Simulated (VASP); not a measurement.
# Ga (Cmcm) in VASP: a series of runs, part 2 of 2

VASP 6.6.1. The steps go on from the part before.

### Step 3. Single point, LDA (equal xx and yy strain of -2 %)

Contents of INCAR:

```
PREC = Accurate ; ENCUT = 520
EDIFF = 1E-6 ; ISMEAR = -1
SIGMA = 0.08 ; LREAL = F
LASPH = T ; NELM = 60
ALGO = Normal ; ISIF = 2
LWAVE = F ; LCHARG = F
NBANDS = 20
```

Contents of KPOINTS:

```
Automatic mesh
0
Gamma
  12 12 10
```

Contents of POSCAR:

```
Ga
1.0
    1.4210000000     -3.9837000000      0.0000000000
    1.4210000000      3.9837000000      0.0000000000
    0.0000000000      0.0000000000      3.1700000000
Ga
2
Direct
    0.8670000000      0.1330000000      0.2500000000
    0.1330000000      0.8670000000      0.7500000000
```

Potentials or basis: VASP PAW LDA potentials, release 64 (Ga_d).

Command:

```sh
$ cat potpaw_LDA.64/Ga_d/POTCAR > POTCAR
$ mpirun -np 1 vasp_std > vasp.out
```

OUTCAR:

```text
PREC = Accurate
   ENCUT = 520
   EDIFF = 1E-6
   ISMEAR = -1
   LREAL = F
   LASPH = T
   NELM = 60
   ISIF = 2

 ion  position               nearest neighbor table
   1  0.867  0.133  0.250-   2 2.65   2 2.65   2 2.83   2 2.83   2 2.83   2 2.83
   2  0.133  0.867  0.750-   1 2.65   1 2.65   1 2.83   1 2.83   1 2.83   1 2.83

  LATTYP: Found a base centered orthorhombic cell.
 ALAT       =     2.8420000000
 B/A-ratio  =     2.8034482759
 C/A-ratio  =     1.1154116819

  Lattice vectors:

 A1 = (   1.4210000000,  -3.9837000000,   0.0000000000)
 A2 = (   1.4210000000,   3.9837000000,   0.0000000000)
 A3 = (   0.0000000000,   0.0000000000,   3.1700000000)

Analysis of symmetry for initial positions (statically):
=====================================================================
 Subroutine PRICEL returns:
 Original cell was already a primitive cell.

 Routine SETGRP: Setting up the symmetry group for a
 base centered orthorhombic supercell.

 Subroutine GETGRP returns: Found  8 space group operations
 (whereof  4 operations were pure point group operations)
 out of a pool of  8 trial point group operations.

The static configuration has the point symmetry C_2h.
 The point group associated with its full space group is D_2h.

Analysis of symmetry for dynamics (positions and initial velocities):
=====================================================================
 Subroutine PRICEL returns:
 Original cell was already a primitive cell.

 Routine SETGRP: Setting up the symmetry group for a
 base centered orthorhombic supercell.

 Subroutine GETGRP returns: Found  8 space group operations
 (whereof  4 operations were pure point group operations)
 out of a pool of  8 trial point group operations.

The dynamic configuration has the point symmetry C_2h.
 The point group associated with its full space group is D_2h.

 Subroutine INISYM returns: Found  8 space group operations
 (whereof  4 operations are pure point group operations),
 and found     1 'primitive' translations

----------------------------------------------------------------------------------------

                                     Primitive cell

  volume of cell :      35.8897

  direct lattice vectors                    reciprocal lattice vectors
     1.421000000 -3.983700000  0.000000000     0.351864884 -0.125511459  0.000000000
     1.421000000  3.983700000  0.000000000     0.351864884  0.125511459  0.000000000
     0.000000000  0.000000000  3.170000000     0.000000000  0.000000000  0.315457413

  length of vectors
     4.229551594  4.229551594  3.170000000     0.373580009  0.373580009  0.315457413

  position of ions in fractional coordinates (direct lattice)
     0.867000000  0.133000000  0.250000000
     0.133000000  0.867000000  0.750000000

  ion indices of the primitive-cell ions
   primitive index   ion index
                 1           1
                 2           2

----------------------------------------------------------------------------------------

 KPOINTS: Automatic mesh

Automatic generation of k-mesh.
 Grid dimensions read from file:
 generate k-points for:   12   12   10

 Generating k-lattice:

  Cartesian coordinates                     Fractional coordinates (reciprocal lattice)
     0.029322074 -0.010459288  0.000000000     0.083333333  0.000000000  0.000000000
     0.029322074  0.010459288  0.000000000     0.000000000  0.083333333  0.000000000
     0.000000000  0.000000000  0.031545741     0.000000000  0.000000000  0.100000000

  Length of vectors
     0.031131667  0.031131667  0.031545741

  Shift w.r.t. Gamma in fractional coordinates (k-lattice)
     0.000000000  0.000000000  0.000000000

 Subroutine IBZKPT returns following result:
 ===========================================

 Found    258 irreducible k-points:

 Following reciprocal coordinates:
            Coordinates               Weight
  0.000000  0.000000  0.000000      1.000000
  0.083333  0.000000  0.000000      4.000000
  0.166667  0.000000  0.000000      4.000000
  0.250000  0.000000  0.000000      4.000000
  0.333333  0.000000  0.000000      4.000000
  0.416667  0.000000  0.000000      4.000000
[... 16 lines left out ...]
  0.500000  0.166667  0.000000      4.000000
 -0.416667  0.166667  0.000000      4.000000
 [... further k-points ...]
   k-points           NKPTS =    258   k-points in BZ     NKDIM =    258   number of bands    NBANDS=     20
   number of dos      NEDOS =    301   number of ions     NIONS =      2
   total plane-waves  NPLWV =  24576
   dimension x,y,z NGX =    32 NGY =   32 NGZ =   24
   dimension x,y,z NGXF=    64 NGYF=   64 NGZF=   48
   ions per type =               2
   NGX,Y,Z   is equivalent  to a cutoff of  12.58, 12.58, 12.59 a.u.
   NGXF,Y,Z  is equivalent  to a cutoff of  25.16, 25.16, 25.17 a.u.
 SYSTEM =  unknown system
   PREC   = accura    normal or accurate (medium, high low for compatibility)
   ISTART =      0    job   : 0-new  1-cont  2-samecut
   ICHARG =      2    charge: 1-file 2-atom 10-const
   ISPIN  =      1    spin polarized calculation?
   LNONCOLLINEAR =      F non collinear calculations
   LSORBIT =      F    spin-orbit coupling
   LASPH  =      T    aspherical Exc in radial PAW
   ENCUT  =  520.0 eV  38.22 Ry    6.18 a.u.   7.86  7.86  5.89*2*pi/ulx,y,z
   NELM   =     60;   NELMIN=  2; NELMDL= -5     # of ELM steps
   EDIFF  = 0.1E-05   stopping-criterion for ELM
   LREAL  =      F    real-space projection
   EDIFFG = 0.1E-04   stopping-criterion for IOM
   NSW    =      0    number of steps for IOM
   IBRION =     -1    ionic relax: 0-MD 1-quasi-New 2-CG
   NFREE  =      0    steps in history (QN), initial steepest desc. (CG)
   ISIF   =      2    stress and relaxation
   ISYM   =      2    0-nonsym 1-usesym 2-fastsym
   POTIM  = 0.5000    time-step for ionic-motion
   TEBEG  =    0.0;   TEEND  =   0.0 temperature during run
   PSTRESS=    0.0 pullay stress
   NELECT =      26.0000    total number of electrons
   NUPDOWN=      -1.0000    fix difference up-down
   EMIN   =  10.00;   EMAX   =-10.00  energy-range for DOS
   EFERMI =   0.00;   METHOD = LEGACY
   ISMEAR =    -1;   SIGMA  =   0.08  broadening in eV -4-tet -1-fermi 0-gaus
   EFERMI_NEDOS =   21; number of points for ismear=-14 and -15
   IALGO  =     38    algorithm
   IMIX   =      4    mixing-type and parameters
     AMIX     =   0.40;   BMIX     =  1.00
     AMIX_MAG =   1.60;   BMIX_MAG =  1.00
  volume/ion in A,a.u.               =      17.94       121.10
  Fermi-wavevector in a.u.,A,eV,Ry     =   1.470311  2.778485 29.413283  2.161815
  Thomas-Fermi vector in A             =   2.585583
   LORBIT       =      0    0 simple, 1 ext, 2 COOP (PROOUT), +10 PAW based schemes
   GGA     = CA    functional components
   LHFCALC =     F    Hartree Fock is set to
   AEXX    =    0.0000 exact exchange contribution
   IVDW    =     0    specifies the selected vdW correction
   LEPSILON=     F    determine dielectric tensor
   LRPA    =     F    only Hartree local field effects (RPA)
 non-spin polarized calculation
  energy-cutoff  :      520.00
  volume of cell :       35.89
 maximum number of plane-waves:       992
   NGX = 15   NGY = 15   NGZ = 11

 number of electron      25.9999983 magnetization

 Free energy of the ion-electron system (eV)
  ---------------------------------------------------
  ext. energy  EPLUGINS =         0.00000000
  ---------------------------------------------------
  free energy    TOTEN  =        -7.14131296 eV

  energy without entropy =       -7.12393380  energy(sigma->0) =       -7.13262338

 E-fermi :   5.7976     XC(G=0): -11.5393

 val. band max:        5.7895541942   @ k =   0.3333   0.0833   0.5000
 cond. band min:       5.8126471281   @ k =  -0.4167   0.1667   0.0000
 fundamental gap:      0.0230929339
 Fermi energy:         5.7976209679

 k-point     1 :       0.0000    0.0000    0.0000
  band No.  band energies     occupation
      1      -9.5636      2.00000
      2      -9.5478      2.00000
      3      -9.4666      2.00000
      4      -9.4571      2.00000
      5      -9.2308      2.00000
      6      -9.2172      2.00000
[... 12 lines left out ...]
     19      17.0685      0.00000
     20      18.0613      0.00000
[... 507 lines left out ...]
 k-point    24 :      -0.4167    0.1667    0.0000
  band No.  band energies     occupation
      1      -9.4761      2.00000
      2      -9.4584      2.00000
      3      -9.4332      2.00000
      4      -9.3576      2.00000
      5      -9.3237      2.00000
      6      -9.2496      2.00000
[... 12 lines left out ...]
     19      16.5477      0.00000
     20      18.9652      0.00000

 [... further k-points ...]

------------------------ aborting loop because EDIFF is reached ----------------------------------------

  FORCE on cell =-STRESS in cart. coord.  units (eV):
  Direction    XX          YY          ZZ          XY          YZ          ZX
  --------------------------------------------------------------------------------------
  -------------------------------------------------------------------------------------
  Total       -0.9295804     -0.2699783     -0.1003332      0.0000000     -0.0000000      0.0000000
  in kB      -41.4980400    -12.0522895     -4.4790431      0.0000000     -0.0000000      0.0000000
  external PRESSURE =     -19.3431242 kB  Pullay stress =       0.0000000 kB

 VOLUME and BASIS-vectors are now :
 -----------------------------------------------------------------------------
  energy-cutoff  :      520.00
  volume of cell :       35.89
      direct lattice vectors                 reciprocal lattice vectors
     1.421000000 -3.983700000  0.000000000     0.351864884 -0.125511459  0.000000000
     1.421000000  3.983700000  0.000000000     0.351864884  0.125511459  0.000000000
     0.000000000  0.000000000  3.170000000     0.000000000  0.000000000  0.315457413

 POSITION                                       TOTAL-FORCE (eV/Angst)
 -----------------------------------------------------------------------------------
      1.42100     -2.92404      0.79250         0.000000      0.196697      0.000000
      1.42100      2.92404      2.37750         0.000000     -0.196697     -0.000000
 -----------------------------------------------------------------------------------
    total drift:                                0.000000      0.000000     -0.000000

  FREE ENERGIE OF THE ION-ELECTRON SYSTEM (eV)
  ---------------------------------------------------
  free  energy   TOTEN  =        -7.1413129587 eV

  energy  without entropy=       -7.1239337955  energy(sigma->0) =       -7.13262338
```

OSZICAR:

```text
N       E                     dE             d eps       ncg     rms          rms(c)
DAV:   1     0.130338505255E+03    0.13034E+03   -0.13274E+04 11000   0.249E+03
DAV:   2     0.423069503404E+01   -0.12611E+03   -0.12304E+03 10616   0.386E+02
DAV:   3    -0.705298140712E+01   -0.11284E+02   -0.11223E+02 11612   0.947E+01
DAV:   4    -0.722195136807E+01   -0.16897E+00   -0.16887E+00 11792   0.128E+01
DAV:   5    -0.722480722071E+01   -0.28559E-02   -0.28557E-02 11672   0.163E+00    0.149E+00
DAV:   6    -0.715862037355E+01    0.66187E-01   -0.10962E-01 14064   0.556E+00    0.732E-01
DAV:   7    -0.714305223628E+01    0.15568E-01   -0.18529E-02 14804   0.183E+00    0.200E-01
DAV:   8    -0.714130603321E+01    0.17462E-02   -0.25604E-03 11460   0.705E-01    0.167E-02
DAV:   9    -0.714131337489E+01   -0.73417E-05   -0.90159E-05 12076   0.100E-01    0.635E-03
DAV:  10    -0.714131295873E+01    0.41616E-06   -0.57023E-06 11156   0.301E-02
   1 F= -.71413130E+01 E0= -.71326234E+01  d E =-.173792E-01
```

stdout:

```text
POSCAR found type information on POSCAR Ga
 POSCAR found :  1 types and       2 ions
 scaLAPACK will be used
 LDA part: xc-table for (Slater(with rela. corr.)+CA(PZ))
 , standard interpolation
 POSCAR, INCAR and KPOINTS ok, starting setup
 FFT: planning ... GRIDC
 FFT: planning ... GRID_SOFT
 FFT: planning ... GRID
 WAVECAR not read
 entering main loop
```

It took 78 s on 1 thread of Intel Xeon Platinum 8259CL at 2.50GHz (Skylake/Cascade Lake), shared host; peak memory 0.26 GiB.

What came out:

```yaml
Free_energy: -7.1413 eV
Pressure: -1.9 GPa
Largest_force: 0.197 eV/Å
Band_gap_on_the_k_mesh: zero (band 13 reaches 10.66 eV, above the bottom of band 14 at 1.35 eV)
```

Forces on the atoms (eV/Å):
```
Ga   0.000  0.197  0.000
Ga   0.000 -0.197  0.000
```

Stress tensor (GPa, compression positive):
```
-4.15  0.00  0.00
 0.00 -1.21  0.00
 0.00  0.00 -0.45
```

Levels at points of the mesh, in eV from the Fermi level:
```
           k point  band 10  band 11  band 12  band 13  band 14  band 15  band 16  band 17
(0.00, 0.00, 0.00)   -14.79   -11.58    -2.29    -1.46     2.52     6.41     8.25     9.20
(0.50, 0.00, 0.00)   -14.85    -6.77    -5.55    -1.77    -0.30     6.56     6.70     9.24
(0.50, 0.50, 0.00)   -14.86    -9.46    -8.80     4.86     5.63     6.11     7.00     7.16
(0.00, 0.00, 0.50)   -14.88    -7.74    -7.74     1.87     1.87     2.64     2.64    10.72
(0.50, 0.00, 0.50)   -14.84    -3.14    -3.14    -1.72    -1.72     1.88     1.88     4.39
(0.50, 0.50, 0.50)   -14.95    -5.82    -5.82    -4.45    -4.45     9.93     9.93    11.87
```

Caveat: the cell differs from its parent crystal (equal xx and yy strain of -2 %).
